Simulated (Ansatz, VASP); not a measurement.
Two plane-wave programs on Li2S

File INCAR:

```
  PREC = Accurate
  ENCUT = 750
  EDIFF = 1E-6
  ISMEAR = 0
  SIGMA = 0.02
  LREAL = False
  LASPH = True
  NELM = 120
  ALGO = Normal
  ISIF = 2
  LWAVE = False
  LCHARG = False
  GGA = PE
  NBANDS = 13
  GGA_COMPAT = False
```

File KPOINTS:

```
regular mesh
0
Gamma
  8 8 8
```

File POSCAR:

```
Li2S
1.0
    0.0000000000      2.7947509600      2.7947509600
    2.7947509600      0.0000000000      2.7947509600
    2.7947509600      2.7947509600      0.0000000000
Li S
2 1
Direct
    0.2500000000      0.2500000000      0.2500000000
    0.7500000000      0.7500000000      0.7500000000
    0.0000000000      0.0000000000      0.0000000000
```

Input for Ansatz:

```yaml
crystal:
  lattice:
    - [0.0, 2.79475096, 2.79475096]
    - [2.79475096, 0.0, 2.79475096]
    - [2.79475096, 2.79475096, 0.0]
  atoms:
    - { symbol: Li, position: [0.25, 0.25, 0.25] }
    - { symbol: Li, position: [0.75, 0.75, 0.75] }
    - { symbol: S, position: [0.0, 0.0, 0.0] }
basis:
  ecutwfc: 420
kpoints:
  mp_grid: { grid: [8, 8, 8] }
hamiltonian:
  xc: pbe
scf:
  occupations: { method: gaussian, width: 0.02 }
output:
  forces: true
  stress: true
  eigenvalues: true
  populations: true
  write_density: true
  write_potential: true
  elf: true
  volumetric_format: npy
```

Alike in both runs: task single point; functional PBE; k mesh 8 × 8 × 8; occupations gaussian, width 0.02 eV; no spin polarisation.

|  | VASP | Ansatz |
| --- | --- | --- |
| version | VASP 6.6.1 | Ansatz 0.2.0 |
| potentials or method | VASP PAW PBE potentials, release 64 (Li_sv, S), cutoff 750 eV | scalar-relativistic, plane waves, PAW |
| valence electrons in the cell | 12 | 12 |

|  | VASP | Ansatz | Ansatz less VASP |
| --- | --- | --- | --- |
| gap on the k mesh at the Fermi level (eV) | 3.35 | 3.35 | +0.001 |
| least direct gap on the mesh (eV) | 4.57 | 4.57 | -0.002 |
| pressure (GPa) | 2.7 | 2.8 | +0.15 |

With one functional, cell and mesh, what is left measures potentials, basis and numerics.
